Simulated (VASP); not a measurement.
# Be16H (a cell with a defect) in VASP: single point with LDA

Aim: the single point of Be16H (a cell with a defect) with LDA.

All numbers are computed with VASP 6.6.1; they aren't measurements. Logs are shortened: lines on timing, memory, paths and dates and some standing lists are left out, and cuts for length are marked.

## (1) The cell of the first run

The cell holds a defect, 17 atoms: a = 4.580 Å, b = 3.966 Å, c = 7.177 Å, α = 90.00°, β = 90.00°, γ = 90.00°.

## (2) Single point, LDA

Input file INCAR:

```
PREC = Accurate
ENCUT = 520
EDIFF = 1E-6
ISMEAR = 0
SIGMA = 0.15
LREAL = Auto
LASPH = True
NELM = 100
ALGO = Normal
ISIF = 2
LWAVE = False
LCHARG = False
NBANDS = 30
```

Input file KPOINTS:

```
Automatic mesh
0
Gamma
  4 4 3
```

Input file POSCAR:

```
Be16H
1.0
   -2.2900000000     -3.9663960000      0.0000000000
    3.4350000000     -1.9831980000      0.0000000000
    0.0000000000      0.0000000000      7.1768600000
Be H
16 1
Direct
    0.7492651718      0.4972073489     -0.0008482818
    0.4695574726      0.3079824198      0.2223830477
    0.7796198791      0.5243192207      0.5267480486
    0.4998895284      0.3351743872      0.7499866237
    0.4964778294     -0.0122951297     -0.0061081030
    0.2412958657      0.8286711885      0.2466086840
    0.4996191153     -0.0019237921      0.5002665511
    0.2490836281      0.8292024770      0.7476683396
    0.2416491229      0.5040540004     -0.0055493628
   -0.0019763099      0.3326716886      0.2498927107
    0.2511655610      0.4997115385      0.4992268206
    0.0075141275      0.3283156774      0.7546885407
    0.0000462408      0.0031714386      0.0014587159
    0.7495312373      0.8343232994      0.2488710940
    0.0078383010      0.0037329576      0.5025121014
    0.7526649524      0.8446633889      0.7552286097
    0.6244636287      0.4164657088      0.3745661752
```

Potentials or basis: VASP PAW LDA potentials, release 64 (Be, H).

Command:

```console
cat potpaw_LDA.64/Be/POTCAR potpaw_LDA.64/H/POTCAR > POTCAR
mpirun -np 1 vasp_std > vasp.out
```

OUTCAR:

```text
PREC = Accurate
   ENCUT = 520
   EDIFF = 1E-6
   ISMEAR = 0
   LREAL = Auto
   LASPH = True
   NELM = 100
   ISIF = 2

 ion  position               nearest neighbor table
   1  0.749  0.497  0.999-   2 2.18   4 2.22  12 2.22  10 2.23  16 2.23  14 2.24   9 2.26   5 2.26
                            13 2.27  13 2.31   9 2.33   5 2.33
   2  0.470  0.308  0.222-  17 1.37   5 2.08   9 2.09  10 2.17   6 2.18   1 2.18  14 2.28   6 2.32
                             7 2.35  11 2.35
   3  0.780  0.524  0.527-  17 1.37  16 2.08  12 2.09  11 2.17  15 2.18   4 2.18   7 2.28  15 2.32
                            14 2.35  10 2.35
   4  0.500  0.335  0.750-   3 2.18   1 2.22   9 2.22  11 2.23   5 2.23   7 2.24  12 2.26  16 2.26
                             8 2.27   8 2.31  12 2.33  16 2.33
   5  0.496  0.988  0.994-   2 2.08  16 2.15   8 2.19   4 2.23   9 2.25   6 2.25  14 2.25   1 2.26
                            13 2.28  13 2.31   1 2.33   9 2.36
   6  0.241  0.829  0.247-   2 2.18  13 2.19   9 2.22  11 2.23  15 2.24   5 2.25  14 2.25  10 2.26
                             7 2.27  10 2.29   2 2.32  14 2.33
   7  0.500  0.998  0.500-   8 2.22  14 2.23   4 2.24  16 2.25  15 2.25   6 2.27  11 2.28   3 2.28
                            11 2.29  15 2.33   2 2.35
   8  0.249  0.829  0.748-  15 2.19   9 2.19   5 2.19  11 2.21   7 2.22  13 2.26  12 2.27   4 2.27
                            12 2.27  16 2.28  16 2.31   4 2.31
   9  0.242  0.504  0.994-   2 2.09  12 2.14   8 2.19   4 2.22   6 2.22   5 2.25  10 2.25   1 2.26
                            13 2.27  13 2.27   1 2.33   5 2.36
  10  0.998  0.333  0.250-   2 2.17  13 2.21   1 2.23  11 2.23  15 2.23   9 2.25   6 2.26  14 2.28
                             6 2.29  14 2.29   3 2.35
  11  0.251  0.500  0.499-   3 2.17   8 2.21   4 2.23  10 2.23   6 2.23  12 2.25  15 2.26   7 2.28
                            15 2.29   7 2.29   2 2.35
  12  0.008  0.328  0.755-   3 2.09   9 2.14  13 2.19   1 2.22  15 2.22  16 2.25  11 2.25   4 2.26
                             8 2.27   8 2.27   4 2.33  16 2.36
  13  0.000  0.003  0.001-   6 2.19  12 2.19  16 2.19  10 2.21  14 2.22   8 2.26   9 2.27   1 2.27
                             9 2.27   5 2.28   5 2.31   1 2.31
  14  0.750  0.834  0.249-  13 2.22   7 2.23   1 2.24   5 2.25   6 2.25  15 2.27  10 2.28   2 2.28
                            10 2.29   6 2.33   3 2.35
  15  0.008  0.004  0.503-   3 2.18   8 2.19  12 2.22  10 2.23   6 2.24  16 2.25   7 2.25  11 2.26
                            14 2.27  11 2.29   3 2.32   7 2.33
  16  0.753  0.845  0.755-   3 2.08   5 2.15  13 2.19   1 2.23  12 2.25  15 2.25   7 2.25   4 2.26
                             8 2.28   8 2.31   4 2.33  12 2.36
  17  0.624  0.416  0.375-   3 1.37   2 1.37

  LATTYP: Found a simple orthorhombic cell.
 ALAT       =     3.9663962620
 B/A-ratio  =     1.1547004875
 C/A-ratio  =     1.8094157835

  Lattice vectors:

 A1 = (  -3.4350000000,   1.9831980000,   0.0000000000)
 A2 = (  -2.2900000000,  -3.9663960000,   0.0000000000)
 A3 = (   0.0000000000,   0.0000000000,   7.1768600000)

Analysis of symmetry for initial positions (statically):
=====================================================================
 Subroutine PRICEL returns:
 Original cell was already a primitive cell.

 Routine SETGRP: Setting up the symmetry group for a
 simple orthorhombic supercell.

 Subroutine GETGRP returns: Found  1 space group operations
 (whereof  1 operations were pure point group operations)
 out of a pool of  8 trial point group operations.

The static configuration has the point symmetry C_1 .

Analysis of symmetry for dynamics (positions and initial velocities):
=====================================================================
 Subroutine PRICEL returns:
 Original cell was already a primitive cell.

 Routine SETGRP: Setting up the symmetry group for a
 simple orthorhombic supercell.

 Subroutine GETGRP returns: Found  1 space group operations
 (whereof  1 operations were pure point group operations)
 out of a pool of  8 trial point group operations.

The dynamic configuration has the point symmetry C_1 .

 Subroutine INISYM returns: Found  1 space group operations
 (whereof  1 operations are pure point group operations),
 and found     1 'primitive' translations

----------------------------------------------------------------------------------------

                                     Primitive cell

  volume of cell :     130.3755

  direct lattice vectors                    reciprocal lattice vectors
    -2.290000000 -3.966396000  0.000000000    -0.109170306 -0.189088533  0.000000000
     3.435000000 -1.983198000  0.000000000     0.218340611 -0.126059022  0.000000000
     0.000000000  0.000000000  7.176860000     0.000000000  0.000000000  0.139336702

  length of vectors
     4.579999697  3.966396262  7.176860000     0.218340626  0.252118027  0.139336702
[... 54 lines left out ...]

  Length of vectors
     0.054585156  0.063029507  0.046445567

  Shift w.r.t. Gamma in fractional coordinates (k-lattice)
     0.000000000  0.000000000  0.000000000

 Subroutine IBZKPT returns following result:
 ===========================================

 Found     26 irreducible k-points:

 Following reciprocal coordinates:
            Coordinates               Weight
  0.000000  0.000000  0.000000      1.000000
  0.250000  0.000000  0.000000      2.000000
  0.500000  0.000000  0.000000      1.000000
  0.000000  0.250000  0.000000      2.000000
  0.250000  0.250000  0.000000      2.000000
 -0.250000  0.250000  0.000000      2.000000
[... 16 lines left out ...]
  0.000000  0.500000  0.333333      2.000000
  0.250000  0.500000  0.333333      2.000000
 [... further k-points ...]
   k-points           NKPTS =     26   k-points in BZ     NKDIM =     26   number of bands    NBANDS=     30
   number of dos      NEDOS =    301   number of ions     NIONS =     17
   total plane-waves  NPLWV =  58320
   dimension x,y,z NGX =    36 NGY =   30 NGZ =   54
   dimension x,y,z NGXF=    72 NGYF=   60 NGZF=  108
   ions per type =              16   1
   NGX,Y,Z   is equivalent  to a cutoff of  13.07, 12.57, 12.51 a.u.
   NGXF,Y,Z  is equivalent  to a cutoff of  26.13, 25.15, 25.02 a.u.
 SYSTEM =  unknown system
   PREC   = accura    normal or accurate (medium, high low for compatibility)
   ISTART =      0    job   : 0-new  1-cont  2-samecut
   ICHARG =      2    charge: 1-file 2-atom 10-const
   ISPIN  =      1    spin polarized calculation?
   LNONCOLLINEAR =      F non collinear calculations
   LSORBIT =      F    spin-orbit coupling
   LASPH  =      T    aspherical Exc in radial PAW
   ENCUT  =  520.0 eV  38.22 Ry    6.18 a.u.   8.52  7.37 13.34*2*pi/ulx,y,z
   NELM   =    100;   NELMIN=  2; NELMDL= -5     # of ELM steps
   EDIFF  = 0.1E-05   stopping-criterion for ELM
   LREAL  =      T    real-space projection
   EDIFFG = 0.1E-04   stopping-criterion for IOM
   NSW    =      0    number of steps for IOM
   IBRION =     -1    ionic relax: 0-MD 1-quasi-New 2-CG
   NFREE  =      0    steps in history (QN), initial steepest desc. (CG)
   ISIF   =      2    stress and relaxation
   ISYM   =      2    0-nonsym 1-usesym 2-fastsym
   POTIM  = 0.5000    time-step for ionic-motion
   TEBEG  =    0.0;   TEEND  =   0.0 temperature during run
   PSTRESS=    0.0 pullay stress
   NELECT =      33.0000    total number of electrons
   NUPDOWN=      -1.0000    fix difference up-down
   EMIN   =  10.00;   EMAX   =-10.00  energy-range for DOS
   EFERMI =   0.00;   METHOD = LEGACY
   ISMEAR =     0;   SIGMA  =   0.15  broadening in eV -4-tet -1-fermi 0-gaus
   EFERMI_NEDOS =   21; number of points for ismear=-14 and -15
   IALGO  =     38    algorithm
   IMIX   =      4    mixing-type and parameters
     AMIX     =   0.40;   BMIX     =  1.00
     AMIX_MAG =   1.60;   BMIX_MAG =  1.00
  volume/ion in A,a.u.               =       7.67        51.75
  Fermi-wavevector in a.u.,A,eV,Ry     =   1.035573  1.956950 14.591049  1.072412
  Thomas-Fermi vector in A             =   2.169923
   LORBIT       =      0    0 simple, 1 ext, 2 COOP (PROOUT), +10 PAW based schemes
   GGA     = CA    functional components
   LHFCALC =     F    Hartree Fock is set to
   AEXX    =    0.0000 exact exchange contribution
   IVDW    =     0    specifies the selected vdW correction
   LEPSILON=     F    determine dielectric tensor
   LRPA    =     F    only Hartree local field effects (RPA)
 non-spin polarized calculation
 Gauss-broadening in eV      SIGMA  =   0.15
  energy-cutoff  :      520.00
  volume of cell :      130.38
 maximum number of plane-waves:      3529
 NGX is ok and might be reduce to    36
   NGX = 17   NGY = 15   NGZ = 27

 number of electron      33.0000001 magnetization

 Free energy of the ion-electron system (eV)
  ---------------------------------------------------
  ext. energy  EPLUGINS =         0.00000000
  ---------------------------------------------------
  free energy    TOTEN  =       -68.40594153 eV

  energy without entropy =      -68.37421447  energy(sigma->0) =      -68.39007800

 E-fermi :   7.2059     XC(G=0): -10.5990

 val. band max:        7.1919634679   @ k =   0.5000   0.0000   0.3333
 cond. band min:       7.2085476143   @ k =   0.0000   0.5000   0.0000
 fundamental gap:      0.0165841464
 Fermi energy:         7.2058806352

 k-point     1 :       0.0000    0.0000    0.0000
  band No.  band energies     occupation
      1      -5.0351      2.00000
      2      -3.0765      2.00000
      3      -2.3722      2.00000
      4      -0.1345      2.00000
      5       0.8054      2.00000
      6       1.6009      2.00000
[... 733 lines left out ...]
     27      12.9332      0.00000
     28      13.0525      0.00000

 [... further k-points ...]

 [bands above 28 left out]

------------------------ aborting loop because EDIFF is reached ----------------------------------------

  FORCE on cell =-STRESS in cart. coord.  units (eV):
  Direction    XX          YY          ZZ          XY          YZ          ZX
  --------------------------------------------------------------------------------------
  -------------------------------------------------------------------------------------
  Total       -2.6754468     -4.4735644     -1.8213556     -0.6661485     -1.8111269      0.3060189
  in kB      -32.8784158    -54.9753814    -22.3825372     -8.1862610    -22.2568369      3.7606497
  external PRESSURE =     -36.7454448 kB  Pullay stress =       0.0000000 kB

 VOLUME and BASIS-vectors are now :
 -----------------------------------------------------------------------------
  energy-cutoff  :      520.00
  volume of cell :      130.38
      direct lattice vectors                 reciprocal lattice vectors
    -2.290000000 -3.966396000  0.000000000    -0.109170306 -0.189088533  0.000000000
     3.435000000 -1.983198000  0.000000000     0.218340611 -0.126059022  0.000000000
     0.000000000  0.000000000  7.176860000     0.000000000  0.000000000  0.139336702

 POSITION                                       TOTAL-FORCE (eV/Angst)
 -----------------------------------------------------------------------------------
     -0.00791     -3.95794      7.17077         0.003224     -0.000009      0.003127
     -0.01737     -2.47324      1.59601         0.009812     -0.016300      0.047337
      0.01571     -4.13211      3.78040        -0.010727      0.015505     -0.045422
      0.00658     -2.64748      5.38255        -0.003541     -0.000305     -0.003439
      2.25583     -3.92804      7.13302        -0.002454     -0.001367     -0.002663
      2.29392     -2.60049      1.76988        -0.007823      0.004110      0.007028
[... 9 lines left out ...]
      1.17782     -4.66050      5.42017         0.001893      0.001052      0.001698
      0.00054     -3.30280      2.68821         0.002633      0.000882     -0.001175
 -----------------------------------------------------------------------------------
    total drift:                               -0.001711      0.000150     -0.000612

  FREE ENERGIE OF THE ION-ELECTRON SYSTEM (eV)
  ---------------------------------------------------
  free  energy   TOTEN  =       -68.4059415308 eV

  energy  without entropy=      -68.3742144743  energy(sigma->0) =      -68.39007800
```

Run time: 2.8 min. Hardware: 1 thread of Intel Xeon Platinum 8375C at 2.90GHz (Ice Lake), shared host; peak memory 0.23 GiB.

Results:

- Free energy: -68.4059 eV
- Pressure: -3.7 GPa
- Largest force: 0.051 eV/Å

Forces on the atoms (eV/Å):
```
Be   0.003  0.000  0.003
Be   0.010 -0.016  0.047
Be  -0.011  0.016 -0.045
Be  -0.004  0.000 -0.003
Be  -0.002 -0.001 -0.003
Be  -0.008  0.004  0.007
Be  -0.011 -0.004 -0.004
Be  -0.006 -0.009  0.004
Be   0.007  0.006 -0.007
Be  -0.004  0.007  0.006
Be   0.004 -0.007 -0.005
Be  -0.007 -0.006  0.006
Be   0.006  0.009 -0.004
Be   0.011  0.004  0.004
Be   0.007 -0.004 -0.007
Be   0.002  0.001  0.002
H    0.003  0.001 -0.001
```

Levels at points of the mesh, in eV from the Fermi level:
```csv
k point,band 12,band 13,band 14,band 15,band 16,band 17,band 18,band 19,band 20,band 21
"(0.00, 0.00, 0.00)",-4.31,-4.20,-3.83,-0.55,0.04,0.17,0.41,0.76,1.14,1.21
"(0.50, 0.00, 0.00)",-2.76,-2.68,-2.62,-2.44,-2.34,-0.40,0.19,0.39,0.47,0.48
"(0.00, 0.50, 0.00)",-4.13,-3.81,-3.59,-2.91,-2.69,0.00,0.14,0.66,0.69,0.89
"(0.50, 0.50, 0.00)",-6.38,-1.72,-1.26,-1.00,-1.00,0.16,0.40,0.44,0.58,3.63
```

Caveat: the k points lie up to 0.40 Å⁻¹ apart.
